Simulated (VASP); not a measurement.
A run of VASP 6.6.1 is set up as follows.

File INCAR:

```
SYSTEM = O
ALGO = Normal
EDIFF = 1E-6
ENCUT = 520
GGA = PS
ISIF = 2
ISMEAR = -1
LASPH = .True.
LCHARG = .True.
LELF = .True.
LREAL = .False.
LVHAR = .True.
LWAVE = .False.
NBANDS = 34
NELM = 100
PREC = Accurate
SIGMA = 0.05
```

The input KPOINTS:

```
k-points
0
Gamma
  6 6 7
  0 0 0
```

POSCAR

```
O
1.0
    4.3774280000     -3.1101070000      0.0000000000
    4.3774280000      3.1101070000      0.0000000000
   -1.9083120000      0.0000000000      3.9533450000
O
8
Direct
    0.8559460000      0.8596230000      0.1355130000
    0.1426560000      0.1533970000      0.8601590000
    0.7919980000      0.7973180000      0.8250250000
    0.2084170000      0.2067460000      0.1818190000
    0.7918890000      0.2717330000      0.1662700000
    0.7204180000      0.2157410000      0.8404250000
    0.2160780000      0.7246690000      0.8443140000
    0.2663110000      0.7882880000      0.1550720000
```

Potentials or basis: VASP PAW PBE potentials, release 64 (O).

Command:

```bash
$ cat potpaw_PBE.64/O/POTCAR > POTCAR
$ mpirun -np 1 vasp_std > vasp.out
```

Question: What does it give for the largest force?

Answer: 3.631 eV/Å.

Question: Predict the band gap on the k mesh.

Answer: 1.40 eV (least direct gap 1.44 eV).

Question: Estimate the pressure.

Answer: -5.7 GPa.

Stress tensor (GPa, compression positive):
```
 -1.30  -0.08   1.19
 -0.08  -1.39   0.67
  1.19   0.67 -14.52
```

Caveat: the cell differs from its parent crystal (atoms moved at random); the standard files for N, O and F lose accuracy on very short bonds; spin is off for a triplet molecule; the cell stands under tension; this functional lacks dispersion, which holds the molecules together, so the pressure and a relaxed volume are unreliable; the PAW data sets were made with another functional, which shifts forces and pressure a little; an odd mesh through Γ misses points on the zone boundary, where band edges can lie.
